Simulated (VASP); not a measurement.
# Ga2O3 (C2/m) in VASP: single point with r2SCAN

Aim: the single point of Ga2O3 with r2SCAN.

Program: VASP 6.6.1. These are calculated values, not measurements. Logs are shortened: lines on timing, memory, paths and dates and some standing lists are left out, and cuts for length are marked.

### 1 The cell of the first run

The structure is monoclinic, space group C2/m (No. 12). The conventional cell has a = 23.803 Å, b = 3.039 Å, c = 5.808 Å, α = 90.00°, β = 90.10°, γ = 90.00°. Within 2.4 Å of Ga (site symmetry m) lie 4 O at 1.83 to 1.87 Å. Within 2.4 Å of Ga (site symmetry m) lie 4 O at 1.83 to 1.87 Å. Within 2.6 Å of Ga (site symmetry m) lie 6 O at 1.94 to 2.08 Å. Ga (site symmetry m) has 7 O at 1.94 to 2.60 Å and 1 Ga at 2.52 Å within 2.6 Å. Within 2.7 Å of O (site symmetry m) lie 5 Ga at 1.83 to 2.60 Å and 3 O at 2.34 to 2.61 Å. Within 2.4 Å of O (site symmetry m) lie 3 Ga at 1.83 to 1.94 Å. Within 2.7 Å of O (site symmetry m) lie 3 Ga at 1.87 to 2.08 Å and 3 O at 2.43 to 2.61 Å. O (site symmetry m) has 4 Ga at 1.87 to 2.08 Å within 2.5 Å.

### 2 Single point, r2SCAN (the part above a cut slid along it)

The input, POSCAR:

```
Ga2O3
1.0
    1.3883852660      0.0000000000     -5.6399772456
    0.0000000000      3.0390611527      0.0000000000
   11.5614905184     -1.5195305764      2.8250537385
Ga O
8 12
Direct
   -0.1245283514      0.4202604869      0.8405209738
    0.6254716486      0.6702604869      0.3405209738
    0.3745283514      0.3297395131      0.6594790262
    0.1245283514      0.5797395131      0.1594790262
    0.1398872800      0.2043639376      0.4087278752
    0.3898872800      0.9543639376      0.9087278752
    0.6101127200      0.0456360624      0.0912721248
   -0.1398872800      0.7956360624      0.5912721248
   -0.4020505673      0.4571071655      0.9142143310
    0.3479494327      0.7071071655      0.4142143310
    0.6520505673      0.2928928345      0.5857856690
    0.4020505673      0.5428928345      0.0857856690
    0.1481461724      0.4616709992      0.9233419983
   -0.1018538276      0.7116709992      0.4233419983
    0.1018538277      0.2883290008      0.5766580017
    0.8518538276      0.5383290008      0.0766580017
    0.1169052105      0.1231425714      0.2462851429
    0.3669052104      0.8731425714      0.7462851429
    0.6330947895      0.1268574285      0.2537148571
   -0.1169052104      0.8768574286      0.7537148571
```

The input, INCAR.step1:

```
SYSTEM = Ga2O3
  ALGO = Normal
  EDIFF = 1E-4
  ENCUT = 520
  GGA = PE
  ISMEAR = 0
  ISYM = 0
  LASPH = .TRUE.
  LCHARG = .FALSE.
  LREAL = Auto
  LWAVE = .TRUE.
  NBANDS = 104
  NELM = 60
  PREC = Accurate
  SIGMA = 0.05
```

The input, INCAR.step2:

```
SYSTEM = Ga2O3
  ALGO = Normal
  EDIFF = 1E-6
  ENCUT = 520
  ISIF = 2
  ISMEAR = 0
  ISTART = 1
  ISYM = 0
  LASPH = .TRUE.
  LCHARG = .FALSE.
  LMIXTAU = .TRUE.
  LREAL = Auto
  LWAVE = .FALSE.
  METAGGA = R2SCAN
  NBANDS = 104
  NELM = 60
  PREC = Accurate
  SIGMA = 0.05
```

The input, KPOINTS:

```
k-points
0
G
  4 7 2
  0 0 0
```

Potentials or basis: VASP PAW PBE potentials, release 64 (Ga_d, O).

Launch:

```console
> cat potpaw_PBE.64/Ga_d/POTCAR potpaw_PBE.64/O/POTCAR > POTCAR
> cp INCAR.step1 INCAR
> mpirun -np 1 vasp_std > vasp.out
> cp INCAR.step2 INCAR
> mpirun -np 1 vasp_std > vasp.out
```

OUTCAR:

```text
SYSTEM = Ga2O3
   EDIFF = 1E-6
   ENCUT = 520
   ISIF = 2
   ISMEAR = 0
   ISTART = 1
   ISYM = 0
   LASPH = .TRUE.
   LREAL = Auto
   METAGGA = R2SCAN
   NELM = 60
   PREC = Accurate

 ion  position               nearest neighbor table
   1  0.875  0.420  0.841-   9 1.83  20 1.84  20 1.84  13 1.87
   2  0.625  0.670  0.341-  10 1.83  19 1.84  19 1.84  14 1.87
   3  0.375  0.330  0.659-  11 1.83  18 1.84  18 1.84  15 1.87
   4  0.125  0.580  0.159-  12 1.83  17 1.84  17 1.84  16 1.87
   5  0.140  0.204  0.409-  17 1.94  10 1.94  10 1.94  15 2.01  14 2.08  14 2.08
   6  0.390  0.954  0.909-  18 1.94   9 1.94   9 1.94  13 2.08  13 2.08   7 2.52
   7  0.610  0.046  0.091-  19 1.94  12 1.94  12 1.94  16 2.08  16 2.08   6 2.52
   8  0.860  0.796  0.591-  20 1.94  11 1.94  11 1.94  14 2.01  15 2.08  15 2.08
   9  0.598  0.457  0.914-   1 1.83   6 1.94   6 1.94
  10  0.348  0.707  0.414-   2 1.83   5 1.94   5 1.94
  11  0.652  0.293  0.586-   3 1.83   8 1.94   8 1.94
  12  0.402  0.543  0.086-   4 1.83   7 1.94   7 1.94
  13  0.148  0.462  0.923-   1 1.87   6 2.08   6 2.08
  14  0.898  0.712  0.423-   2 1.87   8 2.01   5 2.08   5 2.08
  15  0.102  0.288  0.577-   3 1.87   5 2.01   8 2.08   8 2.08
  16  0.852  0.538  0.077-   4 1.87   7 2.08   7 2.08
  17  0.117  0.123  0.246-   4 1.84   4 1.84   5 1.94
  18  0.367  0.873  0.746-   3 1.84   3 1.84   6 1.94
  19  0.633  0.127  0.254-   2 1.84   2 1.84   7 1.94
  20  0.883  0.877  0.754-   1 1.84   1 1.84   8 1.94

IMPORTANT INFORMATION: All symmetrisations will be switched off!
NOSYMM: (Re-)initialisation of all symmetry stuff for point group C_1.

----------------------------------------------------------------------------------------

                                     Primitive cell

  volume of cell :     210.0867

  direct lattice vectors                    reciprocal lattice vectors
     1.388385266  0.000000000 -5.639977246     0.040866520  0.000000000 -0.167245626
     0.000000000  3.039061153  0.000000000     0.040793249  0.329048989  0.010042017
    11.561490518 -1.519530576  2.825053738     0.081586498  0.000000000  0.020084034

  length of vectors
     5.808352346  3.039061153 11.998248406     0.172166117  0.331720015  0.084022170

  position of ions in fractional coordinates (direct lattice)
     0.875471649  0.420260487  0.840520974
     0.625471649  0.670260487  0.340520974
     0.374528351  0.329739513  0.659479026
     0.124528351  0.579739513  0.159479026
     0.139887280  0.204363938  0.408727875
     0.389887280  0.954363938  0.908727875
[... 12 lines left out ...]
     0.633094789  0.126857429  0.253714857
     0.883094790  0.876857429  0.753714857

  ion indices of the primitive-cell ions
   primitive index   ion index
                 1           1
                 2           2
                 3           3
                 4           4
                 5           5
                 6           6
[... 12 lines left out ...]
                19          19
                20          20

----------------------------------------------------------------------------------------

 KPOINTS: k-points

Automatic generation of k-mesh.
 Grid dimensions read from file:
 generate k-points for:    4    7    2

 Generating k-lattice:

  Cartesian coordinates                     Fractional coordinates (reciprocal lattice)
     0.010216630  0.000000000 -0.041811407     0.250000000  0.000000000  0.000000000
     0.005827607  0.047006998  0.001434574     0.000000000  0.142857143  0.000000000
     0.040793249  0.000000000  0.010042017    -0.000000000  0.000000000  0.500000000

  Length of vectors
     0.043041529  0.047388574  0.042011085

  Shift w.r.t. Gamma in fractional coordinates (k-lattice)
     0.000000000  0.000000000  0.000000000

 -----------------------------------------------------------------------------
|                                                                             |
|           W    W    AA    RRRRR   N    N  II  N    N   GGGG   !!!           |
|           W    W   A  A   R    R  NN   N  II  NN   N  G    G  !!!           |
|           W    W  A    A  R    R  N N  N  II  N N  N  G       !!!           |
|           W WW W  AAAAAA  RRRRR   N  N N  II  N  N N  G  GGG   !            |
|           WW  WW  A    A  R   R   N   NN  II  N   NN  G    G                |
|           W    W  A    A  R    R  N    N  II  N    N   GGGG   !!!           |
|                                                                             |
|     Your reciprocal lattice and k-lattice belong to different lattice       |
|     classes:                                                                |
|                                                                             |
|        The reciprocal lattice is base-centered monoclinic,                  |
|        whereas your k-lattice is triclinic.                                 |
|                                                                             |
|     Results are often still useful ...                                      |
|                                                                             |
 -----------------------------------------------------------------------------

 WARNING: IBZKPT: internal override: KBLOWUP is changed to .FALSE.
      ... skipping the blow-up phase ...

 Subroutine IBZKPT returns following result:
 ===========================================

 Found     30 irreducible k-points:

 Following reciprocal coordinates:
            Coordinates               Weight
  0.000000  0.000000  0.000000      1.000000
  0.250000  0.000000  0.000000      2.000000
  0.500000  0.000000  0.000000      1.000000
 -0.000000  0.142857  0.000000      2.000000
  0.250000  0.142857  0.000000      2.000000
  0.500000  0.142857  0.000000      2.000000
[... 16 lines left out ...]
  0.000000  0.285714  0.500000      2.000000
  0.250000  0.285714  0.500000      2.000000
 [... further k-points ...]
   k-points           NKPTS =     30   k-points in BZ     NKDIM =     30   number of bands    NBANDS=    104
   number of dos      NEDOS =    301   number of ions     NIONS =     20
   total plane-waves  NPLWV = 103680
   dimension x,y,z NGX =    48 NGY =   24 NGZ =   90
   dimension x,y,z NGXF=    96 NGYF=   48 NGZF=  180
   ions per type =               8  12
   NGX,Y,Z   is equivalent  to a cutoff of  13.74, 13.13, 12.47 a.u.
   NGXF,Y,Z  is equivalent  to a cutoff of  27.48, 26.26, 24.94 a.u.
 SYSTEM =  Ga2O3
   PREC   = accura    normal or accurate (medium, high low for compatibility)
   ISTART =      1    job   : 0-new  1-cont  2-samecut
   ICHARG =      0    charge: 1-file 2-atom 10-const
   ISPIN  =      1    spin polarized calculation?
   LNONCOLLINEAR =      F non collinear calculations
   LSORBIT =      F    spin-orbit coupling
   LASPH  =      T    aspherical Exc in radial PAW
   ENCUT  =  520.0 eV  38.22 Ry    6.18 a.u.  10.80  5.65 22.31*2*pi/ulx,y,z
   NELM   =     60;   NELMIN=  2; NELMDL=  0     # of ELM steps
   EDIFF  = 0.1E-05   stopping-criterion for ELM
   LREAL  =      T    real-space projection
   EDIFFG = 0.1E-04   stopping-criterion for IOM
   NSW    =      0    number of steps for IOM
   IBRION =     -1    ionic relax: 0-MD 1-quasi-New 2-CG
   NFREE  =      0    steps in history (QN), initial steepest desc. (CG)
   ISIF   =      2    stress and relaxation
   ISYM   =      0    0-nonsym 1-usesym 2-fastsym
   POTIM  = 0.5000    time-step for ionic-motion
   TEBEG  =    0.0;   TEEND  =   0.0 temperature during run
   PSTRESS=    0.0 pullay stress
   NELECT =     176.0000    total number of electrons
   NUPDOWN=      -1.0000    fix difference up-down
   EMIN   =  10.00;   EMAX   =-10.00  energy-range for DOS
   EFERMI =   0.00;   METHOD = LEGACY
   ISMEAR =     0;   SIGMA  =   0.05  broadening in eV -4-tet -1-fermi 0-gaus
   EFERMI_NEDOS =   21; number of points for ismear=-14 and -15
   IALGO  =     38    algorithm
   IMIX   =      4    mixing-type and parameters
     AMIX     =   0.40;   BMIX     =  1.00
     AMIX_MAG =   1.60;   BMIX_MAG =  1.00
  volume/ion in A,a.u.               =      10.50        70.89
  Fermi-wavevector in a.u.,A,eV,Ry     =   1.543285  2.916386 32.405398  2.381730
  Thomas-Fermi vector in A             =   2.648970
   LORBIT       =      0    0 simple, 1 ext, 2 COOP (PROOUT), +10 PAW based schemes
   METAGGA = R2SCAN    functional components
   LHFCALC =     F    Hartree Fock is set to
   AEXX    =    0.0000 exact exchange contribution
   IVDW    =     0    specifies the selected vdW correction
   LEPSILON=     F    determine dielectric tensor
   LRPA    =     F    only Hartree local field effects (RPA)
 non-spin polarized calculation
 Gauss-broadening in eV      SIGMA  =   0.05
  energy-cutoff  :      520.00
  volume of cell :      210.09
 maximum number of plane-waves:      5694
 NGX is ok and might be reduce to    48
   NGX = 21   NGY = 11   NGZ = 45

 number of electron     176.0000061 magnetization

 Free energy of the ion-electron system (eV)
  ---------------------------------------------------
  ext. energy  EPLUGINS =         0.00000000
  ---------------------------------------------------
  free energy    TOTEN  =      -201.31714731 eV

  energy without entropy =     -201.31714731  energy(sigma->0) =     -201.31714731

 E-fermi :   4.5449     XC(G=0): -12.5268

 val. band max:        4.2408651240   @ k =   0.5000   0.4286   0.0000
 cond. band min:       5.1320963861   @ k =   0.0000   0.0000   0.0000
 fundamental gap:      0.8912312620
 Fermi energy:         4.5448583558

 k-point     1 :       0.0000    0.0000    0.0000
  band No.  band energies     occupation
      1     -16.6836      2.00000
      2     -16.1750      2.00000
      3     -15.9564      2.00000
      4     -15.4168      2.00000
      5     -15.2876      2.00000
      6     -15.2148      2.00000
[... 92 lines left out ...]
     99      12.3470      0.00000
    100      12.5313      0.00000

 k-point     2 :       0.2500    0.0000    0.0000
  band No.  band energies     occupation
      1     -16.6312      2.00000
      2     -16.1169      2.00000
      3     -15.8813      2.00000
      4     -15.4519      2.00000
      5     -15.3410      2.00000
      6     -15.3046      2.00000
[... 2255 lines left out ...]
     99      13.4072      0.00000
    100      13.4956      0.00000

 k-point    24 :       0.2500    0.2857    0.5000
  band No.  band energies     occupation
      1     -16.2816      2.00000
      2     -15.7078      2.00000
      3     -15.4603      2.00000
      4     -15.3445      2.00000
      5     -15.1433      2.00000
      6     -15.0873      2.00000
[... 92 lines left out ...]
     99      13.2940      0.00000
    100      13.5360      0.00000

 [... further k-points ...]

 [bands above 100 left out]

------------------------ aborting loop because EDIFF is reached ----------------------------------------

  FORCE on cell =-STRESS in cart. coord.  units (eV):
  Direction    XX          YY          ZZ          XY          YZ          ZX
  --------------------------------------------------------------------------------------
  -------------------------------------------------------------------------------------
  Total       12.0192443     -5.8860583      5.2206129     -0.0009230      0.0150698      1.5885537
  in kB       91.6619830    -44.8886600     39.8137951     -0.0070388      0.1149265     12.1147367
  external PRESSURE =      28.8623727 kB  Pullay stress =       0.0000000 kB

 VOLUME and BASIS-vectors are now :
 -----------------------------------------------------------------------------
  energy-cutoff  :      520.00
  volume of cell :      210.09
      direct lattice vectors                 reciprocal lattice vectors
     1.388385266  0.000000000 -5.639977246     0.040866520  0.000000000 -0.167245626
     0.000000000  3.039061153  0.000000000     0.040793249  0.329048989  0.010042017
    11.561490518 -1.519530576  2.825053738     0.081586498  0.000000000  0.020084034

 POSITION                                       TOTAL-FORCE (eV/Angst)
 -----------------------------------------------------------------------------------
     10.93317     -0.00000     -2.56312         0.578812      0.011911     -1.609325
      4.80533      1.51953     -2.56566        -0.018282      0.012402     -0.073527
      8.14455     -0.00000     -0.24927         0.018327     -0.012401      0.073536
      2.01671      1.51953     -0.25180        -0.578760     -0.011909      1.609337
      4.91972     -0.00000      0.36572         0.028547     -0.020532      0.031732
     11.04756      1.51953      0.36825        -3.546967     -0.021634      2.936412
[... 12 lines left out ...]
      3.81230     -0.00000     -2.85388        -0.129613     -0.002031      0.237170
      9.94014      1.51953     -2.85135        -0.145953     -0.002034      0.288208
 -----------------------------------------------------------------------------------
    total drift:                                0.000037      0.000002     -0.000001

  FREE ENERGIE OF THE ION-ELECTRON SYSTEM (eV)
  ---------------------------------------------------
  free  energy   TOTEN  =      -201.3171473146 eV

  energy  without entropy=     -201.3171473146  energy(sigma->0) =     -201.31714731
```

It took 1.7 h on 1 thread of Oxide Virtual Turin-like, shared host; peak memory 0.55 GiB.

What came out:

* Free energy: -201.3171 eV
* Pressure: 2.9 GPa
* Largest force: 4.605 eV/Å
* Band gap on the k mesh: 0.89 eV (least direct gap 1.20 eV)

Forces in eV/Å, atoms in the order of the input:
```
Ga   0.579  0.012 -1.609
Ga  -0.018  0.012 -0.074
Ga   0.018 -0.012  0.074
Ga  -0.579 -0.012  1.609
Ga   0.029 -0.021  0.032
Ga  -3.547 -0.022  2.936
Ga   3.547  0.022 -2.936
Ga  -0.029  0.021 -0.032
O   -1.196  0.000 -0.223
O    0.071  0.000  0.058
O   -0.071  0.000 -0.058
O    1.196  0.000  0.223
O   -0.914  0.001 -1.476
O    0.017  0.001 -0.063
O   -0.017 -0.001  0.063
O    0.914 -0.001  1.476
O    0.146  0.002 -0.288
O    0.130  0.002 -0.237
O   -0.130 -0.002  0.237
O   -0.146 -0.002  0.288
```

Stress tensor (GPa, compression positive):
```
 9.17  0.00  1.21
 0.00 -4.49  0.01
 1.21  0.01  3.98
```

Caveat: the cell differs from its parent crystal (the part above a cut slid along it); the stress differs along the axes, from -4 to 9 GPa; the PAW data sets were made with another functional, which shifts forces and pressure a little. A k mesh can miss the band edges.
